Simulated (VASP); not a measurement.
# Ta3Cu (I4/mmm) in VASP: settings compared

Aim: see how the results for Ta3Cu move with the level of theory and the settings. Levels: LDA, PBE. Tasks: single point.

All numbers are computed with VASP 6.6.1; they aren't measurements. Logs are shortened: lines on timing, memory, paths and dates and some standing lists are left out, and cuts for length are marked.

## Step 1: The cell of the first run

The structure is tetragonal, space group I4/mmm (No. 139). The conventional cell has a = 4.040 Å, b = 4.040 Å, c = 8.472 Å, α = 90.00°, β = 90.00°, γ = 90.00°. Within 3.8 Å of Ta (site symmetry 4/mmm) lie 4 Cu at 2.86 Å and 8 Ta at 2.93 Å. Ta (site symmetry -4m2) has 8 Ta at 2.86 to 2.93 Å and 4 Cu at 2.93 Å within 3.8 Å. Within 3.8 Å of Cu (site symmetry 4/mmm) lie 12 Ta at 2.86 to 2.93 Å.

## Step 2: Single point, LDA (17.28 Å³/atom)

File INCAR:

```
PREC = Accurate
ENCUT = 600
EDIFF = 1E-6
ISMEAR = -1
SIGMA = 0.05
LREAL = F
LASPH = T
NELM = 120
ALGO = Normal
ISIF = 2
LWAVE = F
LCHARG = F
GGA = CA
NBANDS = 30
GGA_COMPAT = F
```

File KPOINTS:

```
Automatic mesh
0
Gamma
  9 9 9
```

File POSCAR:

```
Ta3Cu
1.0
   -2.0197955131      2.0197955131      4.2360394877
    2.0197955131     -2.0197955131      4.2360394877
    2.0197955131      2.0197955131     -4.2360394877
Ta Cu
3 1
Direct
    0.5000000000      0.5000000000      0.0000000000
    0.2500000000      0.7500000000      0.5000000000
    0.7500000000      0.2500000000      0.5000000000
    0.0000000000      0.0000000000      0.0000000000
```

Potentials or basis: VASP PAW LDA potentials, release 64 (Ta_pv, Cu).

The run is started by

```console
> cat potpaw_LDA.64/Ta_pv/POTCAR potpaw_LDA.64/Cu/POTCAR > POTCAR
> mpirun -np 1 vasp_std > vasp.out
```

OUTCAR:

```text
PREC = Accurate
   ENCUT = 600
   EDIFF = 1E-6
   ISMEAR = -1
   LREAL = F
   LASPH = T
   NELM = 120
   ISIF = 2
   GGA = CA

 ion  position               nearest neighbor table
   1  0.500  0.500  0.000-   4 2.86   4 2.86   4 2.86   4 2.86   3 2.93   2 2.93   3 2.93   3 2.93
                             2 2.93   2 2.93   3 2.93   2 2.93
   2  0.250  0.750  0.500-   3 2.86   3 2.86   3 2.86   3 2.86   4 2.93   1 2.93   4 2.93   1 2.93
                             4 2.93   4 2.93   1 2.93   1 2.93
   3  0.750  0.250  0.500-   2 2.86   2 2.86   2 2.86   2 2.86   4 2.93   1 2.93   4 2.93   4 2.93
                             1 2.93   1 2.93   4 2.93   1 2.93
   4  0.000  0.000  0.000-   1 2.86   1 2.86   1 2.86   1 2.86   3 2.93   2 2.93   3 2.93   2 2.93
                             3 2.93   3 2.93   2 2.93   2 2.93

  LATTYP: Found a body centered tetragonal cell.
 ALAT       =     4.0395910262
 C/A-ratio  =     2.0972615595

  Lattice vectors:

 A1 = (  -2.0197955131,   2.0197955131,   4.2360394877)
 A2 = (   2.0197955131,  -2.0197955131,   4.2360394877)
 A3 = (   2.0197955131,   2.0197955131,  -4.2360394877)

Analysis of symmetry for initial positions (statically):
=====================================================================
 Subroutine PRICEL returns:
 Original cell was already a primitive cell.

 Routine SETGRP: Setting up the symmetry group for a
 body centered tetragonal supercell.

 Subroutine GETGRP returns: Found 16 space group operations
 (whereof 16 operations were pure point group operations)
 out of a pool of 16 trial point group operations.

The static configuration has the point symmetry D_4h.

Analysis of symmetry for dynamics (positions and initial velocities):
=====================================================================
 Subroutine PRICEL returns:
 Original cell was already a primitive cell.

 Routine SETGRP: Setting up the symmetry group for a
 body centered tetragonal supercell.

 Subroutine GETGRP returns: Found 16 space group operations
 (whereof 16 operations were pure point group operations)
 out of a pool of 16 trial point group operations.

The dynamic configuration has the point symmetry D_4h.

 Subroutine INISYM returns: Found 16 space group operations
 (whereof 16 operations are pure point group operations),
 and found     1 'primitive' translations

----------------------------------------------------------------------------------------

                                     Primitive cell

  volume of cell :      69.1249

  direct lattice vectors                    reciprocal lattice vectors
    -2.019795513  2.019795513  4.236039488     0.000000000  0.247549812  0.118034783
     2.019795513 -2.019795513  4.236039488     0.247549812  0.000000000  0.118034783
     2.019795513  2.019795513 -4.236039488     0.247549812  0.247549812  0.000000000

  length of vectors
     5.109126968  5.109126968  5.109126968     0.274250104  0.274250104  0.350088302

  position of ions in fractional coordinates (direct lattice)
     0.500000000  0.500000000  0.000000000
     0.250000000  0.750000000  0.500000000
     0.750000000  0.250000000  0.500000000
     0.000000000  0.000000000  0.000000000

  ion indices of the primitive-cell ions
   primitive index   ion index
                 1           1
                 2           2
                 3           3
                 4           4

----------------------------------------------------------------------------------------

 KPOINTS: Automatic mesh

Automatic generation of k-mesh.
 Grid dimensions read from file:
 generate k-points for:    9    9    9

 Generating k-lattice:

  Cartesian coordinates                     Fractional coordinates (reciprocal lattice)
     0.000000000  0.027505535  0.013114976     0.111111111  0.000000000  0.000000000
     0.027505535  0.000000000  0.013114976     0.000000000  0.111111111  0.000000000
     0.027505535  0.027505535  0.000000000     0.000000000  0.000000000  0.111111111

  Length of vectors
     0.030472234  0.030472234  0.038898700

  Shift w.r.t. Gamma in fractional coordinates (k-lattice)
     0.000000000  0.000000000  0.000000000

 Subroutine IBZKPT returns following result:
 ===========================================

 Found     75 irreducible k-points:

 Following reciprocal coordinates:
            Coordinates               Weight
  0.000000  0.000000  0.000000      1.000000
  0.111111  0.000000 -0.000000      8.000000
  0.222222  0.000000  0.000000      8.000000
  0.333333  0.000000  0.000000      8.000000
  0.444444  0.000000  0.000000      8.000000
  0.111111  0.111111 -0.000000      8.000000
[... 16 lines left out ...]
 -0.333333  0.333333  0.000000      4.000000
  0.444444  0.444444  0.000000      8.000000
 [... further k-points ...]
   k-points           NKPTS =     75   k-points in BZ     NKDIM =     75   number of bands    NBANDS=     30
   number of dos      NEDOS =    301   number of ions     NIONS =      4
   total plane-waves  NPLWV =  74088
   dimension x,y,z NGX =    42 NGY =   42 NGZ =   42
   dimension x,y,z NGXF=    84 NGYF=   84 NGZF=   84
   ions per type =               3   1
   NGX,Y,Z   is equivalent  to a cutoff of  13.67, 13.67, 13.67 a.u.
   NGXF,Y,Z  is equivalent  to a cutoff of  27.33, 27.33, 27.33 a.u.
 SYSTEM =  unknown system
   PREC   = accura    normal or accurate (medium, high low for compatibility)
   ISTART =      0    job   : 0-new  1-cont  2-samecut
   ICHARG =      2    charge: 1-file 2-atom 10-const
   ISPIN  =      1    spin polarized calculation?
   LNONCOLLINEAR =      F non collinear calculations
   LSORBIT =      F    spin-orbit coupling
   LASPH  =      T    aspherical Exc in radial PAW
   ENCUT  =  600.0 eV  44.10 Ry    6.64 a.u.  10.20 10.20 10.20*2*pi/ulx,y,z
   NELM   =    120;   NELMIN=  2; NELMDL= -5     # of ELM steps
   EDIFF  = 0.1E-05   stopping-criterion for ELM
   LREAL  =      F    real-space projection
   EDIFFG = 0.1E-04   stopping-criterion for IOM
   NSW    =      0    number of steps for IOM
   IBRION =     -1    ionic relax: 0-MD 1-quasi-New 2-CG
   NFREE  =      0    steps in history (QN), initial steepest desc. (CG)
   ISIF   =      2    stress and relaxation
   ISYM   =      2    0-nonsym 1-usesym 2-fastsym
   POTIM  = 0.5000    time-step for ionic-motion
   TEBEG  =    0.0;   TEEND  =   0.0 temperature during run
   PSTRESS=    0.0 pullay stress
   NELECT =      44.0000    total number of electrons
   NUPDOWN=      -1.0000    fix difference up-down
   EMIN   =  10.00;   EMAX   =-10.00  energy-range for DOS
   EFERMI =   0.00;   METHOD = LEGACY
   ISMEAR =    -1;   SIGMA  =   0.05  broadening in eV -4-tet -1-fermi 0-gaus
   EFERMI_NEDOS =   21; number of points for ismear=-14 and -15
   IALGO  =     38    algorithm
   IMIX   =      4    mixing-type and parameters
     AMIX     =   0.40;   BMIX     =  1.00
     AMIX_MAG =   1.60;   BMIX_MAG =  1.00
  volume/ion in A,a.u.               =      17.28       116.62
  Fermi-wavevector in a.u.,A,eV,Ry     =   1.408253  2.661213 26.982768  1.983177
  Thomas-Fermi vector in A             =   2.530430
   LORBIT       =      0    0 simple, 1 ext, 2 COOP (PROOUT), +10 PAW based schemes
   GGA     = CA    functional components
   LHFCALC =     F    Hartree Fock is set to
   AEXX    =    0.0000 exact exchange contribution
   IVDW    =     0    specifies the selected vdW correction
   LEPSILON=     F    determine dielectric tensor
   LRPA    =     F    only Hartree local field effects (RPA)
 non-spin polarized calculation
  energy-cutoff  :      600.00
  volume of cell :       69.12
 maximum number of plane-waves:      2326
 NGX is ok and might be reduce to    42
   NGX = 21   NGY = 21   NGZ = 21

 number of electron      43.9999995 magnetization

 Free energy of the ion-electron system (eV)
  ---------------------------------------------------
  ext. energy  EPLUGINS =         0.00000000
  ---------------------------------------------------
  free energy    TOTEN  =       -42.25591402 eV

  energy without entropy =      -42.21962355  energy(sigma->0) =      -42.23776879

 E-fermi :   5.6886     XC(G=0): -12.5931

 val. band max:        5.6829150276   @ k =   0.3333   0.3333   0.1111
 cond. band min:       5.6975216025   @ k =   0.4444   0.3333   0.0000
 fundamental gap:      0.0146065750
 Fermi energy:         5.6885761952

 k-point     1 :       0.0000    0.0000    0.0000
  band No.  band energies     occupation
      1     -28.7707      2.00000
      2     -28.6254      2.00000
      3     -28.6254      2.00000
      4     -28.4343      2.00000
      5     -28.4343      2.00000
      6     -28.2856      2.00000
[... 22 lines left out ...]
     29       9.8659      0.00000
     30      10.8774      0.00000

 k-point     2 :       0.1111    0.0000   -0.0000
  band No.  band energies     occupation
      1     -28.7657      2.00000
      2     -28.6137      2.00000
      3     -28.6085      2.00000
      4     -28.4596      2.00000
      5     -28.4273      2.00000
      6     -28.2522      2.00000
[... 22 lines left out ...]
     29      10.2469      0.00000
     30      10.5619      0.00000

 k-point     3 :       0.2222    0.0000    0.0000
  band No.  band energies     occupation
      1     -28.7396      2.00000
      2     -28.6014      2.00000
      3     -28.5845      2.00000
      4     -28.4606      2.00000
      5     -28.4033      2.00000
      6     -28.1992      2.00000
[... 22 lines left out ...]
     29       9.7698      0.00000
     30      10.5531      0.00000

 k-point     4 :       0.3333    0.0000    0.0000
  band No.  band energies     occupation
      1     -28.6997      2.00000
      2     -28.6069      2.00000
      3     -28.5541      2.00000
      4     -28.4085      2.00000
      5     -28.3552      2.00000
      6     -28.1649      2.00000
[... 22 lines left out ...]
     29       8.9188      0.00000
     30      10.5877      0.00000

 k-point     5 :       0.4444    0.0000    0.0000
  band No.  band energies     occupation
      1     -28.6973      2.00000
      2     -28.5433      2.00000
      3     -28.5372      2.00000
      4     -28.3721      2.00000
      5     -28.2916      2.00000
      6     -28.2774      2.00000
[... 22 lines left out ...]
     29       8.1974      0.00000
     30      10.7680      0.00000
[... 526 lines left out ...]
     29       9.6392      0.00000
     30       9.9676      0.00000

 k-point    22 :      -0.4444    0.3333   -0.0000
  band No.  band energies     occupation
      1     -28.8626      2.00000
      2     -28.7220      2.00000
      3     -28.6444      2.00000
      4     -28.4607      2.00000
      5     -28.3546      2.00000
      6     -28.0623      2.00000
[... 22 lines left out ...]
     29       9.3062      0.00000
     30       9.9108      0.00000

 k-point    23 :      -0.3333    0.3333    0.0000
  band No.  band energies     occupation
      1     -28.8650      2.00000
      2     -28.6909      2.00000
      3     -28.5670      2.00000
      4     -28.4607      2.00000
      5     -28.3820      2.00000
      6     -28.0753      2.00000
[... 22 lines left out ...]
     29       9.0608      0.00000
     30      10.5575      0.00000

 k-point    24 :       0.4444    0.4444    0.0000
  band No.  band energies     occupation
      1     -28.8817      2.00000
      2     -28.7635      2.00000
      3     -28.7050      2.00000
      4     -28.4581      2.00000
      5     -28.3244      2.00000
      6     -28.0429      2.00000
[... 22 lines left out ...]
     29       9.5368      0.00000
     30       9.6051      0.00000

 [... further k-points ...]

------------------------ aborting loop because EDIFF is reached ----------------------------------------

  FORCE on cell =-STRESS in cart. coord.  units (eV):
  Direction    XX          YY          ZZ          XY          YZ          ZX
  --------------------------------------------------------------------------------------
  -------------------------------------------------------------------------------------
  Total       -5.6846497     -5.6846497     -5.9357311      0.0000000      0.0000000      0.0000000
  in kB     -131.7587580   -131.7587580   -137.5783202      0.0000000      0.0000000      0.0000000
  external PRESSURE =    -133.6986121 kB  Pullay stress =       0.0000000 kB

 VOLUME and BASIS-vectors are now :
 -----------------------------------------------------------------------------
  energy-cutoff  :      600.00
  volume of cell :       69.12
      direct lattice vectors                 reciprocal lattice vectors
    -2.019795513  2.019795513  4.236039488     0.000000000  0.247549812  0.118034783
     2.019795513 -2.019795513  4.236039488     0.247549812  0.000000000  0.118034783
     2.019795513  2.019795513 -4.236039488     0.247549812  0.247549812  0.000000000

 POSITION                                       TOTAL-FORCE (eV/Angst)
 -----------------------------------------------------------------------------------
      0.00000      0.00000      4.23604         0.000000     -0.000000     -0.000000
      2.01980      0.00000      2.11802         0.000000      0.000000      0.000000
      0.00000      2.01980      2.11802        -0.000000     -0.000000     -0.000000
      0.00000      0.00000      0.00000         0.000000     -0.000000     -0.000000
 -----------------------------------------------------------------------------------
    total drift:                               -0.000000      0.000000      0.000000

  FREE ENERGIE OF THE ION-ELECTRON SYSTEM (eV)
  ---------------------------------------------------
  free  energy   TOTEN  =       -42.2559140235 eV

  energy  without entropy=      -42.2196235541  energy(sigma->0) =      -42.23776879
```

Wall time 7.6 min (1 thread of Intel Xeon 6975P-C (Granite Rapids), shared host); peak memory 0.32 GiB.

What came out:

| Quantity | Value |
| --- | --- |
| Free energy | -42.2559 eV |
| Pressure | -13.4 GPa |
| Band gap on the k mesh | zero (bands 22 and 23 overlap by 1.30 eV) |

Levels at points of the mesh, in eV from the Fermi level:
```
           k point  band 20  band 21  band 22  band 23  band 24  band 25
(0.00, 0.00, 0.00)    -1.59    -0.18    -0.18     0.04     2.03     2.15
```

Caveat: the cell stands under tension; spin-orbit coupling is left out, which moves the levels of the heavy elements.

## Step 3: Single point, LDA (17.62 Å³/atom)

This run uses another cell than the first one, of 17.62 Å³/atom.

File INCAR:

```
SYSTEM = Ta3Cu
ALGO = Normal ; EDIFF = 1E-6
ENCUT = 600 ; GGA = CA
GGA_COMPAT = .False. ; ISIF = 2
ISMEAR = -1 ; LASPH = .True.
LCHARG = .False. ; LREAL = .False.
LWAVE = .False. ; NBANDS = 30
NELM = 120 ; PREC = Accurate
SIGMA = 0.05
```

File KPOINTS:

```
k-points
0
Gamma
  9 9 9
  0 0 0
```

File POSCAR:

```
Ta3Cu
1.0
   -2.0329114359      2.0329114359      4.2635470084
    2.0329114359     -2.0329114359      4.2635470084
    2.0329114359      2.0329114359     -4.2635470084
Ta Cu
3 1
Direct
    0.5000000000      0.5000000000      0.0000000000
    0.2500000000      0.7500000000      0.5000000000
    0.7500000000      0.2500000000      0.5000000000
    0.0000000000      0.0000000000      0.0000000000
```

Potentials or basis: VASP PAW LDA potentials, release 64 (Ta_pv, Cu).

The run is started by

```console
> cat potpaw_LDA.64/Ta_pv/POTCAR potpaw_LDA.64/Cu/POTCAR > POTCAR
> mpirun -np 1 vasp_std > vasp.out
```

OUTCAR:

```text
SYSTEM = Ta3Cu
   EDIFF = 1E-6
   ENCUT = 600
   GGA = CA
   ISIF = 2
   ISMEAR = -1
   LASPH = .True.
   LREAL = .False.
   NELM = 120
   PREC = Accurate

 ion  position               nearest neighbor table
   1  0.500  0.500  0.000-   4 2.87   4 2.87   4 2.87   4 2.87   3 2.95   2 2.95   3 2.95   3 2.95
                             2 2.95   2 2.95   3 2.95   2 2.95
   2  0.250  0.750  0.500-   3 2.87   3 2.87   3 2.87   3 2.87   4 2.95   1 2.95   4 2.95   1 2.95
                             4 2.95   4 2.95   1 2.95   1 2.95
[... 997 lines left out ...]
  Direction    XX          YY          ZZ          XY          YZ          ZX
  --------------------------------------------------------------------------------------
  -------------------------------------------------------------------------------------
  Total       -7.0451501     -7.0451501     -7.2484390      0.0000000     -0.0000000      0.0000000
  in kB     -160.1521859   -160.1521859   -164.7734006      0.0000000     -0.0000000      0.0000000
  external PRESSURE =    -161.6925908 kB  Pullay stress =       0.0000000 kB

 VOLUME and BASIS-vectors are now :
 -----------------------------------------------------------------------------
  energy-cutoff  :      600.00
  volume of cell :       70.48
      direct lattice vectors                 reciprocal lattice vectors
    -2.032911436  2.032911436  4.263547008     0.000000000  0.245952672  0.117273247
     2.032911436 -2.032911436  4.263547008     0.245952672  0.000000000  0.117273247
     2.032911436  2.032911436 -4.263547008     0.245952672  0.245952672  0.000000000

 POSITION                                       TOTAL-FORCE (eV/Angst)
 -----------------------------------------------------------------------------------
      0.00000      0.00000      4.26355        -0.000000      0.000000      0.000000
      2.03291      0.00000      2.13177        -0.000000      0.000000     -0.000000
      0.00000      2.03291      2.13177         0.000000     -0.000000      0.000000
      0.00000      0.00000      0.00000        -0.000000      0.000000      0.000000
 -----------------------------------------------------------------------------------
    total drift:                               -0.000000      0.000000      0.000000

  FREE ENERGIE OF THE ION-ELECTRON SYSTEM (eV)
  ---------------------------------------------------
  free  energy   TOTEN  =       -42.1290175601 eV

  energy  without entropy=      -42.0925070973  energy(sigma->0) =      -42.11076233
```

OSZICAR:

```text
N       E                     dE             d eps       ncg     rms          rms(c)
[... 12 lines left out ...]
DAV:  13    -0.421479677325E+02    0.28466E-01   -0.20683E-02  6396   0.331E+00    0.104E+00
DAV:  14    -0.421381824639E+02    0.97853E-02   -0.92856E-03  6730   0.167E+00    0.725E-01
DAV:  15    -0.421311080311E+02    0.70744E-02   -0.66946E-03  6276   0.200E+00    0.362E-01
DAV:  16    -0.421297515589E+02    0.13565E-02   -0.27498E-03  6682   0.770E-01    0.211E-01
DAV:  17    -0.421291210897E+02    0.63047E-03   -0.79490E-04  6192   0.665E-01    0.873E-02
DAV:  18    -0.421290167497E+02    0.10434E-03   -0.39161E-04  6116   0.359E-01    0.176E-02
DAV:  19    -0.421290177363E+02   -0.98661E-06   -0.50321E-05  5798   0.538E-02    0.120E-02
DAV:  20    -0.421290175601E+02    0.17618E-06   -0.58579E-07  3026   0.683E-03
   1 F= -.42129018E+02 E0= -.42110762E+02  d E =-.365105E-01
```

stdout:

```text
POSCAR found type information on POSCAR TaCu
 POSCAR found :  2 types and       4 ions
 scaLAPACK will be used
 LDA part: xc-table for (Slater(with rela. corr.)+CA(PZ))
 , standard interpolation
 POSCAR, INCAR and KPOINTS ok, starting setup
 FFT: planning ... GRIDC
 FFT: planning ... GRID_SOFT
 FFT: planning ... GRID
 WAVECAR not read
 entering main loop
```

Wall time 8.1 min (1 thread of Intel Xeon 6975P-C (Granite Rapids), shared host); peak memory 0.33 GiB.

What came out:

```yaml
Free_energy: -42.1290 eV
Pressure: -16.2 GPa
Band_gap_on_the_k_mesh: zero (bands 22 and 23 overlap by 1.26 eV)
```

Caveat: the cell stands under tension; spin-orbit coupling is left out, which moves the levels of the heavy elements.

(Part 1 of 2 ends here.)
